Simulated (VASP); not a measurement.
# NaAs2O5 (P6/mmm) in VASP: notebook, part 2 of 2

VASP 6.6.1. Earlier steps stand in the parts before.

### 3 Relaxation of cell and atoms, PBE

This run uses another cell than the first one, of 13.87 Å³/atom.

The input, INCAR:

```
SYSTEM = NaAs2O5
PREC     = Accurate       ! precision mode
ENCUT    = 600            ! plane-wave cutoff, eV
EDIFF    = 1E-7           ! SCF threshold, eV
ISMEAR   = 0              ! smearing method
SIGMA    = 0.1            ! smearing width, eV
LREAL    = .False.        ! projectors in reciprocal space
LASPH    = .True.         ! aspherical terms in the spheres
NELM     = 120            ! most SCF steps
ALGO     = Normal         ! electronic algorithm
ISIF     = 3              ! what is computed and relaxed
LWAVE    = .False.        ! write WAVECAR
LCHARG   = .False.        ! write CHGCAR
GGA      = PE             ! functional
IBRION   = 2              ! ionic algorithm
NSW      = 90             ! ionic steps
EDIFFG   = -0.04          ! ionic threshold
GGA_COMPAT= .False.      
NELMIN   = 4
```

The input, KPOINTS:

```
Automatic mesh
0
Gamma
  3 3 6
  0 0 0
```

The input, POSCAR:

```
NaAs2O5
1.0
    5.9708696100      0.0000000000      0.0000000000
   -2.9854348100      5.1709247700      0.0000000000
    0.0000000000      0.0000000000      3.5931810500
Na As O
1 2 5
Direct
    0.0000000000      0.0000000000      0.0000000000
    0.3333333300      0.6666666700      0.5000000000
    0.6666666700      0.3333333300      0.5000000000
    0.3333333300      0.6666666700      0.0000000000
    0.0000000000      0.5000000000      0.5000000000
    0.5000000000      0.5000000000      0.5000000000
    0.5000000000      0.0000000000      0.5000000000
    0.6666666700      0.3333333300      0.0000000000
```

Potentials or basis: VASP PAW PBE potentials, release 64 (Na_pv, As, O).

On the command line:

```sh
> cat potpaw_PBE.64/Na_pv/POTCAR potpaw_PBE.64/As/POTCAR potpaw_PBE.64/O/POTCAR > POTCAR
> mpirun -np 1 vasp_std > vasp.out
```

Wall time 6.5 min (1 thread of Intel Xeon 8259CL, shared host); peak memory 0.28 GiB.

The run converged. Its results:

```yaml
Free_energy: -42.0047 eV
Relaxed_volume: 16.03 Å³/atom
Relaxed_cell: a = 6.310 Å, b = 6.310 Å, c = 3.719 Å, α = 90.00°, β = 90.00°, γ = 120.00°
Space_group_after_relaxing_to_0.1_Å: P6/mmm (No. 191)
Energy_gained_by_relaxing: 120.2 meV/atom
Ionic_steps: 5
Pressure_after_relaxing: 0.3 GPa
Band_gap_on_the_k_mesh: zero (an odd number of electrons rules out a gap without spin polarisation)
```

The path:
| step | energy change (eV) | largest force (eV/Å) | pressure (GPa) | volume (Å³) |
| --- | --- | --- | --- | --- |
| 1 | 0.0000 | 0.0000 | 18.80 | 110.94 |
| 2 | -0.7183 | 0.0000 | -6.85 | 139.15 |
| 3 | -0.9585 | 0.0000 | -0.14 | 128.72 |
| 4 | -0.9582 | 0.0000 | 0.17 | 128.34 |
| 5 | -0.9613 | 0.0000 | 0.35 | 128.24 |

Final structure:
```cif
data_structure
_symmetry_space_group_name_H-M 'P 1'
_symmetry_Int_Tables_number 1
_cell_length_a 6.3097
_cell_length_b 6.3097
_cell_length_c 3.7193
_cell_angle_alpha 90.000
_cell_angle_beta 90.000
_cell_angle_gamma 120.000
_cell_volume 128.24
loop_
_atom_site_label
_atom_site_type_symbol
_atom_site_fract_x
_atom_site_fract_y
_atom_site_fract_z
_atom_site_occupancy
Na1 Na 0.00000 0.00000 0.00000 1
As1 As 0.33333 0.66667 0.50000 1
As2 As 0.66667 0.33333 0.50000 1
O1 O 0.33333 0.66667 0.00000 1
O2 O 0.00000 0.50000 0.50000 1
O3 O 0.50000 0.50000 0.50000 1
O4 O 0.50000 0.00000 0.50000 1
O5 O 0.66667 0.33333 0.00000 1
```

Levels at points of the mesh, in eV from the Fermi level:
| k point | band 20 | band 21 | band 22 | band 23 | band 24 | band 25 | band 26 | band 27 |
| --- | --- | --- | --- | --- | --- | --- | --- | --- |
| (0.00, 0.00, 0.00) | -3.11 | -3.11 | -2.11 | -1.86 | -1.86 | 0.25 | 3.50 | 3.97 |
| (0.00, 0.00, 0.50) | -2.67 | -2.67 | -1.02 | -1.02 | 1.36 | 2.62 | 2.62 | 2.87 |

Caveat: the k points lie up to 0.38 Å⁻¹ apart in the final cell, too coarse for converged energies and pressures of a metal; the volume moved by over 15 % at a fixed basis, so the end points are rough; an odd number of electrons without spin polarisation forces a metal; a magnetic or distorted state may lie lower.

### 4 Relaxation of cell and atoms, PBE+D3(BJ)

The input, INCAR:

```
SYSTEM = NaAs2O5
  ALGO = Normal
  EDIFF = 1E-7
  EDIFFG = -0.01
  ENCUT = 600
  GGA = PE
  GGA_COMPAT = .FALSE.
  IBRION = 2
  ISIF = 3
  ISMEAR = 0
  IVDW = 12
  LASPH = .TRUE.
  LCHARG = .FALSE.
  LREAL = .FALSE.
  LWAVE = .FALSE.
  NELM = 120
  NELMIN = 4
  NSW = 100
  PREC = Accurate
  SIGMA = 0.1
```

The input, KPOINTS:

```
k-points
0
G
  6 6 10
  0 0 0
```

The input, POSCAR:

```
NaAs2O5
1.0
    6.2996302537      0.0000000000      0.0000000000
   -3.1498151269      5.4556398342      0.0000000000
    0.0000000000      0.0000000000      3.7185245619
Na As O
1 2 5
Direct
    0.0000000000      0.0000000000      0.0000000000
    0.3333333333      0.6666666667      0.5000000000
    0.6666666667      0.3333333333      0.5000000000
    0.3333333333      0.6666666667      0.0000000000
    0.0000000000      0.5000000000      0.5000000000
    0.5000000000      0.5000000000      0.5000000000
    0.5000000000      0.0000000000      0.5000000000
    0.6666666667      0.3333333333      0.0000000000
```

Potentials or basis: VASP PAW PBE potentials, release 64 (Na_pv, As, O).

On the command line:

```sh
> cat potpaw_PBE.64/Na_pv/POTCAR potpaw_PBE.64/As/POTCAR potpaw_PBE.64/O/POTCAR > POTCAR
> mpirun -np 1 vasp_std > vasp.out
```

OUTCAR:

```text
SYSTEM = NaAs2O5
   EDIFF = 1E-7
   EDIFFG = -0.01
   ENCUT = 600
   GGA = PE
   IBRION = 2
   ISIF = 3
   ISMEAR = 0
   IVDW = 12
   LASPH = .TRUE.
   LREAL = .FALSE.
   NELM = 120
   NELMIN = 4
   NSW = 100
   PREC = Accurate
 IVDW          = 12

 ion  position               nearest neighbor table
   1  0.000  0.000  0.000-
   2  0.333  0.667  0.500-   5 1.82   7 1.82   6 1.82   4 1.86   4 1.86
   3  0.667  0.333  0.500-   5 1.82   7 1.82   6 1.82   8 1.86   8 1.86
   4  0.333  0.667  0.000-   2 1.86   2 1.86
   5  0.000  0.500  0.500-   2 1.82   3 1.82
   6  0.500  0.500  0.500-   2 1.82   3 1.82
   7  0.500  0.000  0.500-   2 1.82   3 1.82
   8  0.667  0.333  0.000-   3 1.86   3 1.86

  LATTYP: Found a hexagonal cell.
 ALAT       =     6.2996302537
 C/A-ratio  =     0.5902766372

  Lattice vectors:

 A1 = (   6.2996302537,   0.0000000000,   0.0000000000)
 A2 = (  -3.1498151269,   5.4556398342,   0.0000000000)
 A3 = (   0.0000000000,   0.0000000000,   3.7185245619)

Analysis of symmetry for initial positions (statically):
=====================================================================
 Subroutine PRICEL returns:
 Original cell was already a primitive cell.

 Routine SETGRP: Setting up the symmetry group for a
 hexagonal supercell.

 Subroutine GETGRP returns: Found 24 space group operations
 (whereof 24 operations were pure point group operations)
 out of a pool of 24 trial point group operations.

The static configuration has the point symmetry D_6h.

Analysis of symmetry for dynamics (positions and initial velocities):
=====================================================================
 Subroutine PRICEL returns:
 Original cell was already a primitive cell.

 Routine SETGRP: Setting up the symmetry group for a
 hexagonal supercell.

 Subroutine GETGRP returns: Found 24 space group operations
 (whereof 24 operations were pure point group operations)
 out of a pool of 24 trial point group operations.

The dynamic configuration has the point symmetry D_6h.

 Subroutine INISYM returns: Found 24 space group operations
[... 110 lines left out ...]
   LREAL  =      F    real-space projection
   EDIFFG = -.1E-01   stopping-criterion for IOM
   NSW    =    100    number of steps for IOM
   IBRION =      2    ionic relax: 0-MD 1-quasi-New 2-CG
   NFREE  =      1    steps in history (QN), initial steepest desc. (CG)
   ISIF   =      3    stress and relaxation
   ISYM   =      2    0-nonsym 1-usesym 2-fastsym
   POTIM  = 0.5000    time-step for ionic-motion
   TEBEG  =    0.0;   TEEND  =   0.0 temperature during run
   PSTRESS=    0.0 pullay stress
   NELECT =      47.0000    total number of electrons
   NUPDOWN=      -1.0000    fix difference up-down
   EMIN   =  10.00;   EMAX   =-10.00  energy-range for DOS
   EFERMI =   0.00;   METHOD = LEGACY
   ISMEAR =     0;   SIGMA  =   0.10  broadening in eV -4-tet -1-fermi 0-gaus
   EFERMI_NEDOS =   21; number of points for ismear=-14 and -15
   IALGO  =     38    algorithm
   IMIX   =      4    mixing-type and parameters
     AMIX     =   0.40;   BMIX     =  1.00
     AMIX_MAG =   1.60;   BMIX_MAG =  1.00
  volume/ion in A,a.u.               =      15.98       107.80
  Fermi-wavevector in a.u.,A,eV,Ry     =   1.172907  2.216473 18.717688  1.375711
  Thomas-Fermi vector in A             =   2.309329
   LORBIT       =      0    0 simple, 1 ext, 2 COOP (PROOUT), +10 PAW based schemes
   GGA     = PE    functional components
   LHFCALC =     F    Hartree Fock is set to
   AEXX    =    0.0000 exact exchange contribution
   IVDW    =    12    specifies the selected vdW correction
   LEPSILON=     F    determine dielectric tensor
   LRPA    =     F    only Hartree local field effects (RPA)
 conjugate gradient relaxation of ions
 non-spin polarized calculation
 Gauss-broadening in eV      SIGMA  =   0.10
  energy-cutoff  :      600.00
  volume of cell :      127.80
 maximum number of plane-waves:      4311
   NGX = 25   NGY = 25   NGZ = 15

--------------------------------------- Ionic step        1  -------------------------------------------

 number of electron      46.9999984 magnetization

 Free energy of the ion-electron system (eV)
  ---------------------------------------------------
  ext. energy  EPLUGINS =         0.00000000
  ---------------------------------------------------
  free energy    TOTEN  =       -42.06362419 eV

  energy without entropy =      -42.06090231  energy(sigma->0) =      -42.06226325

------------------------ aborting loop because EDIFF is reached ----------------------------------------

 Edisp (eV)   -1.16349

 E8    (eV) :    -0.4400
[... 129 lines left out ...]
--------------------------------------- Ionic step        4  -------------------------------------------

 number of electron      46.9999985 magnetization

 Free energy of the ion-electron system (eV)
  ---------------------------------------------------
  ext. energy  EPLUGINS =         0.00000000
  ---------------------------------------------------
  free energy    TOTEN  =       -42.05651957 eV

  energy without entropy =      -42.05387544  energy(sigma->0) =      -42.05519751

 E-fermi :   2.6689     XC(G=0):  -8.4660

 val. band max:        2.6532165934   @ k =   0.1667   0.0000   0.3000
 cond. band min:       2.7367229402   @ k =   0.3333   0.3333   0.0000
 fundamental gap:      0.0835063468
 Fermi energy:         2.6689308461

 k-point     1 :       0.0000    0.0000    0.0000
  band No.  band energies     occupation
      1     -23.7830      2.00000
      2     -23.6967      2.00000
      3     -23.6967      2.00000
      4     -18.8990      2.00000
      5     -16.7202      2.00000
      6     -16.7202      2.00000
[... 733 lines left out ...]
     27       6.8967      0.00000
     28       7.7469      0.00000

 [... further k-points ...]

------------------------ aborting loop because EDIFF is reached ----------------------------------------

 Edisp (eV)   -1.17424

 E8    (eV) :    -0.4441
[... 31 lines left out ...]
  FREE ENERGIE OF THE ION-ELECTRON SYSTEM (eV)
  ---------------------------------------------------
  free  energy   TOTEN  =       -43.2307605702 eV

  energy  without entropy=      -43.2281164428  energy(sigma->0) =      -43.22943851

 reached required accuracy - stopping structural energy minimisation
```

It took 18 min on 1 thread of Intel Xeon 8259CL, shared host; peak memory 0.39 GiB.

What came out:

| Quantity | Value |
| --- | --- |
| Free energy | -43.2308 eV |
| Relaxed volume | 15.83 Å³/atom |
| Relaxed cell | a = 6.281 Å, b = 6.281 Å, c = 3.707 Å, α = 90.00°, β = 90.00°, γ = 120.00° |
| Space group after relaxing (to 0.1 Å) | P6/mmm (No. 191) |
| Energy gained by relaxing | 0.5 meV/atom |
| Ionic steps | 4 |
| Pressure after relaxing | 0.0 GPa |
| Band gap on the k mesh | zero (an odd number of electrons rules out a gap without spin polarisation) |
| Dispersion energy per atom | -0.147 eV |

The path:
| step | energy change (eV) | largest force (eV/Å) | pressure (GPa) | volume (Å³) |
| --- | --- | --- | --- | --- |
| 1 | 0.0000 | 0.0000 | -1.00 | 127.80 |
| 2 | -0.0024 | 0.0000 | 0.61 | 125.97 |
| 3 | -0.0036 | 0.0000 | 0.00 | 126.64 |
| 4 | -0.0036 | 0.0000 | -0.02 | 126.67 |

Final structure:
```cif
data_structure
_symmetry_space_group_name_H-M 'P 1'
_symmetry_Int_Tables_number 1
_cell_length_a 6.2814
_cell_length_b 6.2814
_cell_length_c 3.7070
_cell_angle_alpha 90.000
_cell_angle_beta 90.000
_cell_angle_gamma 120.000
_cell_volume 126.67
loop_
_atom_site_label
_atom_site_type_symbol
_atom_site_fract_x
_atom_site_fract_y
_atom_site_fract_z
_atom_site_occupancy
Na1 Na 0.00000 0.00000 0.00000 1
As1 As 0.33333 0.66667 0.50000 1
As2 As 0.66667 0.33333 0.50000 1
O1 O 0.33333 0.66667 0.00000 1
O2 O 0.00000 0.50000 0.50000 1
O3 O 0.50000 0.50000 0.50000 1
O4 O 0.50000 0.00000 0.50000 1
O5 O 0.66667 0.33333 0.00000 1
```

Levels at points of the mesh, in eV from the Fermi level:
| k point | band 19 | band 20 | band 21 | band 22 | band 23 | band 24 | band 25 | band 26 | band 27 | band 28 |
| --- | --- | --- | --- | --- | --- | --- | --- | --- | --- | --- |
| (0.00, 0.00, 0.00) | -3.09 | -3.05 | -3.05 | -2.02 | -1.75 | -1.75 | 0.35 | 3.75 | 4.15 | 4.15 |
| (0.50, 0.00, 0.00) | -2.68 | -2.45 | -2.33 | -2.32 | -1.79 | -0.81 | 1.07 | 1.34 | 4.02 | 4.83 |
| (0.00, 0.00, 0.50) | -3.06 | -2.56 | -2.56 | -0.90 | -0.90 | 1.59 | 2.80 | 2.80 | 2.99 | 3.70 |
| (0.50, 0.00, 0.50) | -3.44 | -2.46 | -1.86 | -1.47 | -0.95 | 1.98 | 3.09 | 3.64 | 3.84 | 4.29 |

Caveat: an odd number of electrons without spin polarisation forces a metal; a magnetic or distorted state may lie lower.

### 5 Overview

| task | level | cell | k mesh | gap on the mesh (eV) | pressure (GPa) | relaxed volume (Å³/atom) |
| --- | --- | --- | --- | --- | --- | --- |
| single point | PBE | a = 6.300, b = 6.300, c = 3.719 Å, angles 90.0, 90.0, 120.0°, 8 atoms | 3 × 3 × 6 | none | 0.6 | - |
| relaxation of cell and atoms | PBE | relaxed from a = 5.971, b = 5.971, c = 3.593 Å, angles 90.0, 90.0, 120.0°, 8 atoms | 3 × 3 × 6 | none | 0.3 | 16.03 |
| relaxation of cell and atoms | PBE+D3(BJ) | relaxed from a = 6.300, b = 6.300, c = 3.719 Å, angles 90.0, 90.0, 120.0°, 8 atoms | 6 × 6 × 10 | none | 0.0 | 15.83 |

Alike in all rows: potentials or basis VASP PAW PBE potentials, release 64 (Na_pv, As, O); no spin polarisation; cutoff (eV) 600; smearing gaussian 0.1 eV.

Caveats: some runs use coarse meshes; an odd number of electrons without spin polarisation forces a metal; a magnetic or distorted state may lie lower; the volume moved by over 15 % at a fixed basis, so the end points are rough (at least some runs).

Absolute energies hang on the potentials; compare differences alone.
